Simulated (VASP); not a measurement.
# PtSe2 (Cm) in VASP: notebook

The runs below take PtSe2 through single point, with PBE.

All numbers are computed with VASP 6.6.1; they aren't measurements. Logs are shortened: lines on timing, memory, paths and dates and some standing lists are left out, and cuts for length are marked.

### Step 1. The cell of the first run

Symmetry: Cm, No. 8, monoclinic system. Conventional cell: a = 6.450 Å, b = 3.724 Å, c = 5.062 Å, α = 90.00°, β = 90.00°, γ = 90.00°. Within 3.2 Å of Pt (site symmetry m) lie 6 Se at 2.41 to 2.58 Å. Se (site symmetry m) has 3 Pt at 2.41 to 2.54 Å within 3.2 Å. Se (site symmetry m) has 3 Pt at 2.45 to 2.58 Å within 3.2 Å.

### Step 2. Single point, PBE (all Se atoms moved -0.100 Å, as atom 2 along Cartesian [0 1 0])

File INCAR:

```
  PREC = Accurate
  ENCUT = 520
  EDIFF = 1E-6
  ISMEAR = 0
  SIGMA = 0.15
  LREAL = F
  LASPH = T
  NELM = 80
  ALGO = Normal
  ISIF = 2
  LWAVE = F
  LCHARG = F
  GGA = PE
  NBANDS = 18
```

File KPOINTS:

```
regular mesh
0
Gamma
  12 12 10
```

File POSCAR:

```
PtSe2
1.0
    3.7240006046      0.0000000000      0.0000000000
   -1.8620003023      3.2250791273      0.0000000000
    0.0000000000      0.0000000000      5.0620000000
Pt Se
1 2
Direct
    0.0000000000      0.0000000000      0.0000000000
    0.3178298378      0.6356596755      0.2500000000
    0.6511631711      0.3023263422      0.7500000000
```

Potentials or basis: VASP PAW PBE potentials, release 64 (Pt, Se).

Command:

```
> cat potpaw_PBE.64/Pt/POTCAR potpaw_PBE.64/Se/POTCAR > POTCAR
> mpirun -np 1 vasp_std > vasp.out
```

OUTCAR:

```text
PREC = Accurate
   ENCUT = 520
   EDIFF = 1E-6
   ISMEAR = 0
   LREAL = F
   LASPH = T
   NELM = 80
   ISIF = 2
   GGA = PE

 ion  position               nearest neighbor table
   1  0.000  0.000  0.000-   2 2.41   3 2.45   3 2.45   2 2.54   2 2.54   3 2.58
   2  0.318  0.636  0.250-   1 2.41   1 2.54   1 2.54
   3  0.651  0.302  0.750-   1 2.45   1 2.45   1 2.58

  LATTYP: Found a hexagonal cell.
 ALAT       =     3.7240006046
 C/A-ratio  =     1.3592908642

  Lattice vectors:

 A1 = (   3.7240006046,   0.0000000000,   0.0000000000)
 A2 = (  -1.8620003023,   3.2250791273,   0.0000000000)
 A3 = (   0.0000000000,   0.0000000000,   5.0620000000)

Analysis of symmetry for initial positions (statically):
=====================================================================
 Subroutine PRICEL returns:
 Original cell was already a primitive cell.

 Routine SETGRP: Setting up the symmetry group for a
 hexagonal supercell.

 Subroutine GETGRP returns: Found  2 space group operations
 (whereof  2 operations were pure point group operations)
 out of a pool of 24 trial point group operations.

The static configuration has the point symmetry C_1h.

Analysis of symmetry for dynamics (positions and initial velocities):
=====================================================================
 Subroutine PRICEL returns:
 Original cell was already a primitive cell.

 Routine SETGRP: Setting up the symmetry group for a
 hexagonal supercell.

 Subroutine GETGRP returns: Found  2 space group operations
 (whereof  2 operations were pure point group operations)
 out of a pool of 24 trial point group operations.

The dynamic configuration has the point symmetry C_1h.

 Subroutine INISYM returns: Found  2 space group operations
 (whereof  2 operations are pure point group operations),
 and found     1 'primitive' translations

----------------------------------------------------------------------------------------

                                     Primitive cell

  volume of cell :      60.7956

  direct lattice vectors                    reciprocal lattice vectors
     3.724000605  0.000000000  0.000000000     0.268528420  0.155034956  0.000000000
    -1.862000302  3.225079127  0.000000000     0.000000000  0.310069912  0.000000000
     0.000000000  0.000000000  5.062000000     0.000000000  0.000000000  0.197550375

  length of vectors
     3.724000605  3.724000605  5.062000000     0.310069912  0.310069912  0.197550375

  position of ions in fractional coordinates (direct lattice)
     0.000000000  0.000000000  0.000000000
     0.317829838  0.635659676  0.250000000
     0.651163171  0.302326342  0.750000000

  ion indices of the primitive-cell ions
   primitive index   ion index
                 1           1
                 2           2
                 3           3

----------------------------------------------------------------------------------------

 KPOINTS: regular mesh

Automatic generation of k-mesh.
 Grid dimensions read from file:
 generate k-points for:   12   12   10

 Generating k-lattice:

  Cartesian coordinates                     Fractional coordinates (reciprocal lattice)
     0.022377368  0.012919580  0.000000000     0.083333333  0.000000000  0.000000000
     0.000000000  0.025839159  0.000000000     0.000000000  0.083333333  0.000000000
     0.000000000  0.000000000  0.019755038     0.000000000  0.000000000  0.100000000

  Length of vectors
     0.025839159  0.025839159  0.019755038

  Shift w.r.t. Gamma in fractional coordinates (k-lattice)
     0.000000000  0.000000000  0.000000000

 Subroutine IBZKPT returns following result:
 ===========================================

 Found    398 irreducible k-points:

 Following reciprocal coordinates:
            Coordinates               Weight
  0.000000  0.000000  0.000000      1.000000
  0.083333  0.000000  0.000000      4.000000
  0.000000  0.083333  0.000000      2.000000
  0.166667 -0.000000  0.000000      4.000000
  0.000000  0.166667  0.000000      2.000000
  0.250000  0.000000  0.000000      4.000000
[... 16 lines left out ...]
 -0.083333  0.416667  0.000000      4.000000
 -0.416667  0.333333  0.000000      4.000000
 [... further k-points ...]
   k-points           NKPTS =    398   k-points in BZ     NKDIM =    398   number of bands    NBANDS=     18
   number of dos      NEDOS =    301   number of ions     NIONS =      3
   total plane-waves  NPLWV =  31360
   dimension x,y,z NGX =    28 NGY =   28 NGZ =   40
   dimension x,y,z NGXF=    56 NGYF=   56 NGZF=   80
   ions per type =               1   2
   NGX,Y,Z   is equivalent  to a cutoff of  12.50, 12.50, 13.14 a.u.
   NGXF,Y,Z  is equivalent  to a cutoff of  25.00, 25.00, 26.27 a.u.
 SYSTEM =  unknown system
   PREC   = accura    normal or accurate (medium, high low for compatibility)
   ISTART =      0    job   : 0-new  1-cont  2-samecut
   ICHARG =      2    charge: 1-file 2-atom 10-const
   ISPIN  =      1    spin polarized calculation?
   LNONCOLLINEAR =      F non collinear calculations
   LSORBIT =      F    spin-orbit coupling
   LASPH  =      T    aspherical Exc in radial PAW
   ENCUT  =  520.0 eV  38.22 Ry    6.18 a.u.   6.92  6.92  9.41*2*pi/ulx,y,z
   NELM   =     80;   NELMIN=  2; NELMDL= -5     # of ELM steps
   EDIFF  = 0.1E-05   stopping-criterion for ELM
   LREAL  =      F    real-space projection
   EDIFFG = 0.1E-04   stopping-criterion for IOM
   NSW    =      0    number of steps for IOM
   IBRION =     -1    ionic relax: 0-MD 1-quasi-New 2-CG
   NFREE  =      0    steps in history (QN), initial steepest desc. (CG)
   ISIF   =      2    stress and relaxation
   ISYM   =      2    0-nonsym 1-usesym 2-fastsym
   POTIM  = 0.5000    time-step for ionic-motion
   TEBEG  =    0.0;   TEEND  =   0.0 temperature during run
   PSTRESS=    0.0 pullay stress
   NELECT =      22.0000    total number of electrons
   NUPDOWN=      -1.0000    fix difference up-down
   EMIN   =  10.00;   EMAX   =-10.00  energy-range for DOS
   EFERMI =   0.00;   METHOD = LEGACY
   ISMEAR =     0;   SIGMA  =   0.15  broadening in eV -4-tet -1-fermi 0-gaus
   EFERMI_NEDOS =   21; number of points for ismear=-14 and -15
   IALGO  =     38    algorithm
   IMIX   =      4    mixing-type and parameters
     AMIX     =   0.40;   BMIX     =  1.00
     AMIX_MAG =   1.60;   BMIX_MAG =  1.00
  volume/ion in A,a.u.               =      20.27       136.76
  Fermi-wavevector in a.u.,A,eV,Ry     =   1.166608  2.204570 18.517180  1.360974
  Thomas-Fermi vector in A             =   2.303119
   LORBIT       =      0    0 simple, 1 ext, 2 COOP (PROOUT), +10 PAW based schemes
   GGA     = PE    functional components
   LHFCALC =     F    Hartree Fock is set to
   AEXX    =    0.0000 exact exchange contribution
   IVDW    =     0    specifies the selected vdW correction
   LEPSILON=     F    determine dielectric tensor
   LRPA    =     F    only Hartree local field effects (RPA)
 non-spin polarized calculation
 Gauss-broadening in eV      SIGMA  =   0.15
  energy-cutoff  :      520.00
  volume of cell :       60.80
 maximum number of plane-waves:      1654
   NGX = 13   NGY = 13   NGZ = 19

 number of electron      21.9999999 magnetization

 Free energy of the ion-electron system (eV)
  ---------------------------------------------------
  ext. energy  EPLUGINS =         0.00000000
  ---------------------------------------------------
  free energy    TOTEN  =       -14.10707019 eV

  energy without entropy =      -14.10065818  energy(sigma->0) =      -14.10386418

 E-fermi :   6.5378     XC(G=0): -10.6321

 val. band max:        6.4821335656   @ k =   0.0833   0.0000   0.1000
 cond. band min:       6.5516472108   @ k =   0.3333   0.3333   0.0000
 fundamental gap:      0.0695136452
 Fermi energy:         6.5377582808

 k-point     1 :       0.0000    0.0000    0.0000
  band No.  band energies     occupation
      1      -9.1855      2.00000
      2      -6.3772      2.00000
      3      -0.6749      2.00000
      4       0.0416      2.00000
      5       0.0477      2.00000
      6       2.4293      2.00000
[... 10 lines left out ...]
     17      13.8659      0.00000
     18      18.3168      0.00000

 k-point     2 :       0.0833    0.0000    0.0000
  band No.  band energies     occupation
      1      -9.1073      2.00000
      2      -6.4119      2.00000
      3      -0.5820      2.00000
      4       0.0474      2.00000
      5       0.1470      2.00000
      6       2.2709      2.00000
[... 10 lines left out ...]
     17      14.1372      0.00000
     18      17.0939      0.00000

 k-point     3 :       0.0000    0.0833    0.0000
  band No.  band energies     occupation
      1      -9.1073      2.00000
      2      -6.4123      2.00000
      3      -0.5825      2.00000
      4       0.0919      2.00000
      5       0.1040      2.00000
      6       2.3404      2.00000
[... 10 lines left out ...]
     17      14.0934      0.00000
     18      17.0921      0.00000

 k-point     4 :       0.1667   -0.0000    0.0000
  band No.  band energies     occupation
      1      -8.8805      2.00000
      2      -6.5083      2.00000
      3      -0.3192      2.00000
      4       0.1583      2.00000
      5       0.3377      2.00000
      6       1.9071      2.00000
[... 375 lines left out ...]
      4       0.5016      2.00000
      5       1.0476      2.00000
      6       1.4026      2.00000
[... 10 lines left out ...]
     17      14.9708      0.00000
     18      15.6688      0.00000

 k-point    23 :      -0.0833    0.4167    0.0000
  band No.  band energies     occupation
      1      -7.8495      2.00000
      2      -6.9237      2.00000
      3      -0.2769      2.00000
      4       0.5405      2.00000
      5       0.9983      2.00000
      6       1.3885      2.00000
[... 10 lines left out ...]
     17      14.9534      0.00000
     18      15.6665      0.00000

 k-point    24 :      -0.4167    0.3333    0.0000
  band No.  band energies     occupation
      1      -7.8494      2.00000
      2      -6.9198      2.00000
      3      -0.2717      2.00000
      4       0.5014      2.00000
      5       1.0270      2.00000
      6       1.3962      2.00000
[... 10 lines left out ...]
     17      14.9816      0.00000
     18      15.6582      0.00000

 [... further k-points ...]
[... 5 lines left out ...]
  --------------------------------------------------------------------------------------
  -------------------------------------------------------------------------------------
  Total        3.2084600      3.3718600      2.4863431      0.0000000      0.2031502      0.0000000
  in kB       84.5541563     88.8603181     65.5238472      0.0000000      5.3537193      0.0000000
  external PRESSURE =      79.6461072 kB  Pullay stress =       0.0000000 kB

 VOLUME and BASIS-vectors are now :
 -----------------------------------------------------------------------------
  energy-cutoff  :      520.00
  volume of cell :       60.80
      direct lattice vectors                 reciprocal lattice vectors
     3.724000605  0.000000000  0.000000000     0.268528420  0.155034956  0.000000000
    -1.862000302  3.225079127  0.000000000     0.000000000  0.310069912  0.000000000
     0.000000000  0.000000000  5.062000000     0.000000000  0.000000000  0.197550375

 POSITION                                       TOTAL-FORCE (eV/Angst)
 -----------------------------------------------------------------------------------
      0.00000      0.00000      0.00000         0.000000     -1.647408     -0.015765
      0.00000      2.05005      1.26550         0.000000      0.901829      0.661479
      1.86200      0.97503      3.79650        -0.000000      0.745579     -0.645715
 -----------------------------------------------------------------------------------
    total drift:                                0.000000     -0.000139      0.000000

  FREE ENERGIE OF THE ION-ELECTRON SYSTEM (eV)
  ---------------------------------------------------
  free  energy   TOTEN  =       -14.1070701855 eV

  energy  without entropy=      -14.1006581799  energy(sigma->0) =      -14.10386418
```

Wall time 11 min (1 thread of AMD EPYC 7R13, shared host); peak memory 0.5 GiB.

Results:

```yaml
Free_energy: -14.1071 eV
Pressure: 8.0 GPa
Largest_force: 1.647 eV/Å
Band_gap_on_the_k_mesh: zero (band 11 reaches 6.85 eV, above the bottom of band 12 at 6.55 eV)
```

Forces in eV/Å, atoms in the order of the input:
```
Pt   0.000 -1.647 -0.016
Se   0.000  0.902  0.661
Se   0.000  0.746 -0.646
```

Caveat: the cell differs from its parent crystal (all Se atoms moved -0.100 Å, as atom 2 along Cartesian [0 1 0]); spin-orbit coupling is left out, which moves the levels of the heavy elements; forces of over 1 eV/Å act on the atoms, so gaps and moduli don't describe the material at rest.

### Step 3. Single point, PBE (all Se atoms moved +0.075 Å, as atom 2 along Cartesian [0 1 0])

File INCAR:

```
ALGO     = Normal         # electronic algorithm
EDIFF    = 1E-6           # SCF threshold, eV
ENCUT    = 520            # plane-wave cutoff, eV
GGA      = PE             # functional
ISIF     = 2              # what is computed and relaxed
ISMEAR   = 0              # smearing method
LASPH    = True           # aspherical terms in the spheres
LCHARG   = False          # write CHGCAR
LREAL    = False          # projectors in reciprocal space
LWAVE    = False          # write WAVECAR
NBANDS   = 18             # bands
NELM     = 80             # most SCF steps
PREC     = Accurate       # precision mode
SIGMA    = 0.15           # smearing width, eV
```

File KPOINTS:

```
k-points
0
Gamma
  12 12 10
```

File POSCAR:

```
PtSe2
1.0
    3.7240006046      0.0000000000      0.0000000000
   -1.8620003023      3.2250791273      0.0000000000
    0.0000000000      0.0000000000      5.0620000000
Pt Se
1 2
Direct
    0.0000000000      0.0000000000      0.0000000000
    0.3449609550      0.6899219100      0.2500000000
    0.6782942884      0.3565885767      0.7500000000
```

Potentials or basis: VASP PAW PBE potentials, release 64 (Pt, Se).

Command:

```
> cat potpaw_PBE.64/Pt/POTCAR potpaw_PBE.64/Se/POTCAR > POTCAR
> mpirun -np 1 vasp_std > vasp.out
```

OUTCAR:

```text
EDIFF = 1E-6
   ENCUT = 520
   GGA = PE
   ISIF = 2
   ISMEAR = 0
   LASPH = True
   LREAL = False
   NELM = 80
   PREC = Accurate

 ion  position               nearest neighbor table
   1  0.000  0.000  0.000-   3 2.43   2 2.46   2 2.46   3 2.53   3 2.53   2 2.56
   2  0.345  0.690  0.250-   1 2.46   1 2.46   1 2.56
   3  0.678  0.357  0.750-   1 2.43   1 2.53   1 2.53

  LATTYP: Found a hexagonal cell.
 ALAT       =     3.7240006046
[... 197 lines left out ...]
      5       0.0457      2.00000
      6       2.4617      2.00000
[... 481 lines left out ...]
      5       1.0277      2.00000
      6       1.3973      2.00000
[... 10 lines left out ...]
     17      14.9706      0.00000
     18      15.6584      0.00000

 [... further k-points ...]
[... 5 lines left out ...]
  --------------------------------------------------------------------------------------
  -------------------------------------------------------------------------------------
  Total        3.1287747      3.2201453      2.3903898      0.0000000      0.1136762      0.0000000
  in kB       82.4541679     84.8621025     62.9951412      0.0000000      2.9957646      0.0000000
  external PRESSURE =      76.7704705 kB  Pullay stress =       0.0000000 kB

 VOLUME and BASIS-vectors are now :
 -----------------------------------------------------------------------------
  energy-cutoff  :      520.00
  volume of cell :       60.80
      direct lattice vectors                 reciprocal lattice vectors
     3.724000605  0.000000000  0.000000000     0.268528420  0.155034956  0.000000000
    -1.862000302  3.225079127  0.000000000     0.000000000  0.310069912  0.000000000
     0.000000000  0.000000000  5.062000000     0.000000000  0.000000000  0.197550375

 POSITION                                       TOTAL-FORCE (eV/Angst)
 -----------------------------------------------------------------------------------
      0.00000      0.00000      0.00000         0.000000      1.233110      0.006637
     -0.00000      2.22505      1.26550         0.000000     -0.572903      0.615696
      1.86200      1.15003      3.79650         0.000000     -0.660208     -0.622333
 -----------------------------------------------------------------------------------
    total drift:                               -0.000000      0.000149      0.000003

  FREE ENERGIE OF THE ION-ELECTRON SYSTEM (eV)
  ---------------------------------------------------
  free  energy   TOTEN  =       -14.1430651790 eV

  energy  without entropy=      -14.1364810653  energy(sigma->0) =      -14.13977312
```

Run time: 11 min. Hardware: 1 thread of AMD EPYC 7R13, shared host; peak memory 0.5 GiB.

Results:

| Property | Result |
| --- | --- |
| Free energy | -14.1431 eV |
| Pressure | 7.7 GPa |
| Largest force | 1.233 eV/Å |
| Band gap on the k mesh | zero (band 11 reaches 6.89 eV, above the bottom of band 12 at 6.55 eV) |

Forces on the atoms (eV/Å):
```
Pt   0.000  1.233  0.007
Se   0.000 -0.573  0.616
Se   0.000 -0.660 -0.622
```

Caveat: the cell differs from its parent crystal (all Se atoms moved +0.075 Å, as atom 2 along Cartesian [0 1 0]); spin-orbit coupling is left out, which moves the levels of the heavy elements; forces of over 1 eV/Å act on the atoms, so gaps and moduli don't describe the material at rest.

(Part 1 of 2 ends here.)
